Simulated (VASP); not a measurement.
# BAs (pbesol) (F-43m) in VASP: notebook, part 2 of 2

VASP 6.6.1.

## (5) Relaxation of cell and atoms, PBEsol, target pressure 19.4 GPa, at which the enthalpy is minimised

This run uses another cell than the first one, of 13.63 Å³/atom, 1.123 times its volume.

INCAR reads:

```
ALGO = Normal
EDIFF = 1E-7
EDIFFG = -0.002
ENCUT = 500
GGA = PS
GGA_COMPAT = F
IBRION = 2
ISIF = 3
ISMEAR = 0
LASPH = T
LCHARG = F
LREAL = F
LWAVE = F
NELM = 120
NELMIN = 4
NSW = 100
PREC = Accurate
PSTRESS = 194.0
SIGMA = 0.02
```

KPOINTS reads:

```
k-points
0
Gamma
  10 10 10
```

POSCAR reads:

```
BAs
1.0
    0.0000000000      2.3885000000      2.3885000000
    2.3885000000      0.0000000000      2.3885000000
    2.3885000000      2.3885000000      0.0000000000
B As
1 1
Direct
    0.0000000000      0.0000000000      0.0000000000
    0.2500000000      0.2500000000      0.2500000000
```

Potentials or basis: VASP PAW PBE potentials, release 64 (B, As).

The run is started by

```console
> cat potpaw_PBE.64/B/POTCAR potpaw_PBE.64/As/POTCAR > POTCAR
> mpirun -np 1 vasp_std > vasp.out
```

OUTCAR:

```text
EDIFF = 1E-7
   EDIFFG = -0.002
   ENCUT = 500
   GGA = PS
   IBRION = 2
   ISIF = 3
   ISMEAR = 0
   LASPH = T
   LREAL = F
   NELM = 120
   NELMIN = 4
   NSW = 100
   PREC = Accurate
   PSTRESS = 194.0

 ion  position               nearest neighbor table
   1  0.000  0.000  0.000-   2 2.07   2 2.07   2 2.07   2 2.07
   2  0.250  0.250  0.250-   1 2.07   1 2.07   1 2.07   1 2.07

  LATTYP: Found a face centered cubic cell.
 ALAT       =     4.7770000000

  Lattice vectors:

 A1 = (   0.0000000000,   2.3885000000,   2.3885000000)
 A2 = (   2.3885000000,   0.0000000000,   2.3885000000)
 A3 = (   2.3885000000,   2.3885000000,   0.0000000000)

Analysis of symmetry for initial positions (statically):
[... 411 lines left out ...]
  energy without entropy =      -12.04669140  energy(sigma->0) =      -12.04669140

 E-fermi :   7.4003     XC(G=0): -11.2032

 val. band max:        7.3104382727   @ k =   0.0000   0.0000   0.0000
 cond. band min:       8.2718909959   @ k =   0.4000   0.4000   0.0000
 fundamental gap:      0.9614527231
 Fermi energy:         7.4003179061

 k-point     1 :       0.0000    0.0000    0.0000
  band No.  band energies     occupation
      1      -9.1793      2.00000
      2       7.3104      2.00000
      3       7.3104      2.00000
      4       7.3104      2.00000
      5      10.6976      0.00000
      6      10.6976      0.00000
      7      10.6976      0.00000
      8      13.4219      0.00000
[... 243 lines left out ...]
 k-point    24 :       0.4000    0.3000    0.0000
  band No.  band energies     occupation
      1      -6.2236      2.00000
      2       0.5412      2.00000
      3       2.8260      2.00000
      4       3.3856      2.00000
      5       8.8564      0.00000
      6      10.6111      0.00000
      7      16.9335      0.00000
      8      17.0872      0.00000

 [... further k-points ...]

------------------------ aborting loop because EDIFF is reached ----------------------------------------

  FORCE on cell =-STRESS in cart. coord.  units (eV):
  Direction    XX          YY          ZZ          XY          YZ          ZX
  --------------------------------------------------------------------------------------
  -------------------------------------------------------------------------------------
  Total        2.9584697      2.9584697      2.9584697     -0.0000000      0.0000000      0.0000000
  in kB      194.1001563    194.1001563    194.1001563     -0.0000000      0.0000000      0.0000000
  external PRESSURE =       0.1001563 kB  Pullay stress =     194.0000000 kB
[... 21 lines left out ...]
  energy  without entropy=      -12.0466913995  energy(sigma->0) =      -12.04669140

  enthalpy is  TOTEN    =        -9.0897483040 eV   P V=        2.9569430954

 reached required accuracy - stopping structural energy minimisation
```

OSZICAR:

```text
N       E                     dE             d eps       ncg     rms          rms(c)
DAV:   1     0.112477818980E+02    0.11248E+02   -0.37763E+03   752   0.854E+02
DAV:   2    -0.125191096708E+02   -0.23767E+02   -0.22613E+02  1168   0.105E+02
DAV:   3    -0.128108190512E+02   -0.29171E+00   -0.29171E+00   848   0.159E+01
DAV:   4    -0.128112490571E+02   -0.43001E-03   -0.43001E-03  1144   0.636E-01
[... 55 lines left out ...]
DAV:   1    -0.120467274452E+02    0.59267E-02   -0.11868E-03   880   0.272E-01    0.358E-02
DAV:   2    -0.120467000270E+02    0.27418E-04   -0.40306E-05   784   0.409E-02    0.173E-02
DAV:   3    -0.120466915575E+02    0.84695E-05   -0.21185E-05   856   0.257E-02    0.601E-03
DAV:   4    -0.120466913386E+02    0.21890E-06   -0.84309E-07   944   0.633E-03    0.325E-03
DAV:   5    -0.120466913995E+02   -0.60818E-07   -0.68991E-08   400   0.185E-03
   7 F= -.90897483E+01 E0= -.90897483E+01  d E =-.500598E-04
```

Wall time 37 s (1 thread of Intel Xeon 6975P-C (Granite Rapids), shared host); peak memory 0.17 GiB.

Results:

```
Free energy                                            : -12.0467 eV
Relaxed volume                                         : 12.21 Å³/atom
Relaxed cell                                           : a = 3.257 Å, b = 3.257 Å, c = 3.257 Å, α = 60.00°, β = 60.00°, γ = 60.00°
Space group after relaxing (to 0.05 Å)                 : F-43m (No. 216)
Energy change on relaxing (the enthalpy is what falls) : +78.5 meV/atom
Ionic steps                                            : 7
Pressure after relaxing                                : 19.4 GPa
Band gap on the k mesh                                 : 0.96 eV, indirect (least direct gap 3.39 eV)
```

The path:
```csv
step,energy change (eV),largest force (eV/Å),pressure (GPa),volume (Å³)
1,0.0000,0.0000,0.06,27.25
2,0.8771,0.0000,57.67,21.27
3,0.1465,0.0000,18.64,24.51
4,0.1555,0.0000,19.30,24.43
5,0.1621,0.0000,19.78,24.38
6,0.1509,0.0000,18.97,24.47
7,0.1569,0.0000,19.41,24.42
```

Final structure:
```cif
data_structure
_symmetry_space_group_name_H-M 'P 1'
_symmetry_Int_Tables_number 1
_cell_length_a 3.2565
_cell_length_b 3.2565
_cell_length_c 3.2565
_cell_angle_alpha 60.000
_cell_angle_beta 60.000
_cell_angle_gamma 60.000
_cell_volume 24.42
loop_
_atom_site_label
_atom_site_type_symbol
_atom_site_fract_x
_atom_site_fract_y
_atom_site_fract_z
_atom_site_occupancy
B1 B 0.00000 0.00000 0.00000 1
As1 As 0.25000 0.25000 0.25000 1
```

Levels at points of the mesh, in eV from the valence-band top:
```tsv
k point	band 1	band 2	band 3	band 4	band 5	band 6	band 7	band 8
(0.00, 0.00, 0.00)	-16.49	0.00	0.00	0.00	3.39	3.39	3.39	6.11
(0.50, 0.00, 0.00)	-13.18	-9.68	-2.02	-2.02	3.33	4.85	4.85	8.88
(0.50, 0.50, 0.00)	-11.70	-9.18	-4.59	-4.59	1.19	1.20	12.42	12.42
```

Caveat: the cell is relaxed towards a set pressure, so the enthalpy falls and the energy may rise; the PAW data sets were made with another functional, which shifts forces and pressure a little.

## (6) Summary

| task | cell | gap on the mesh (eV) | pressure (GPa) |
| --- | --- | --- | --- |
| single point | a = 3.249 Å, angles 60.0°, 2 atoms | 0.95 | 20.8 |
| relaxation of cell and atoms | relaxed to 19.4 GPa from a = 3.249 Å, angles 60.0°, 2 atoms | 0.96 | 19.4 |
| relaxation of cell and atoms | relaxed to 19.4 GPa from a = 3.378 Å, angles 60.0°, 2 atoms | 0.96 | 19.4 |

Alike in all rows: level PBEsol; potentials or basis VASP PAW PBE potentials, release 64 (B, As); no spin polarisation; k mesh 10 × 10 × 10; cutoff (eV) 500; smearing gaussian 0.02 eV.

Caveats: the PAW data sets were made with another functional, which shifts forces and pressure a little; the cell is relaxed towards a set pressure, so the enthalpy falls and the energy may rise (some runs).

Absolute energies hang on the potentials; compare differences alone.
